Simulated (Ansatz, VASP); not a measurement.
**Ge in VASP and in Ansatz**

The input INCAR:

```
SYSTEM = Ge
  PREC = Accurate
  ENCUT = 520
  EDIFF = 1E-7
  ISMEAR = 0
  SIGMA = 0.1
  LREAL = .False.
  LASPH = .True.
  NELM = 80
  ALGO = Normal
  ISIF = 2
  LWAVE = .False.
  LCHARG = .False.
  GGA = PE
  NBANDS = 36
```

KPOINTS

```
Automatic mesh
0
Gamma
  15 15 4
  0 0 0
```

Contents of POSCAR:

```
Ge
1.0
    3.1139512911      0.0000000000      0.0000000000
   -1.5569756455      2.6967609242      0.0000000000
    0.0000000000      0.0000000000     10.1566130278
Ge
4
Direct
    0.0000000000      0.0000000000      0.0000000000
    0.3333333300      0.6666666700      0.2500000000
    0.0000000000      0.0000000000      0.5000000000
    0.6666666700      0.3333333300      0.7500000000
```

Input for Ansatz:

```yaml
crystal:
  lattice:
    - [3.1139512911, 0.0, 0.0]
    - [-1.5569756455, 2.6967609242, 0.0]
    - [0.0, 0.0, 10.1566130278]
  atoms:
    - { symbol: Ge, position: [0.0, 0.0, 0.0] }
    - { symbol: Ge, position: [0.33333333, 0.66666667, 0.25] }
    - { symbol: Ge, position: [0.0, 0.0, 0.5] }
    - { symbol: Ge, position: [0.66666667, 0.33333333, 0.75] }
basis:
  ecutwfc: 420
kpoints:
  mp_grid: { grid: [15, 15, 4] }
hamiltonian:
  xc: pbe
scf:
  occupations: { method: gaussian, width: 0.1 }
output:
  forces: true
  stress: true
  eigenvalues: true
```

Alike in both runs: task single point; functional PBE; k mesh 15 × 15 × 4; occupations gaussian, width 0.1 eV; no spin polarisation.

|  | VASP | Ansatz |
| --- | --- | --- |
| version | VASP 6.6.1 | Ansatz 0.2.0 |
| potentials or method | VASP PAW PBE potentials, release 64 (Ge_d), cutoff 520 eV | scalar-relativistic, plane waves, PAW |
| valence electrons in the cell | 56 | 56 |

|  | VASP | Ansatz | Ansatz less VASP |
| --- | --- | --- | --- |
| gap on the k mesh at the Fermi level (eV) | none | none | - |
| pressure (GPa) | -4.7 | -4.7 | +0.02 |
| traceless stress, the component that is largest in VASP (GPa) | 1.17 | 1.17 | +0.001 |

A gap of «none» marks a metal or a gap that the smearing closes. The functional is the same, so the differences come from potentials, cutoffs and numerics.
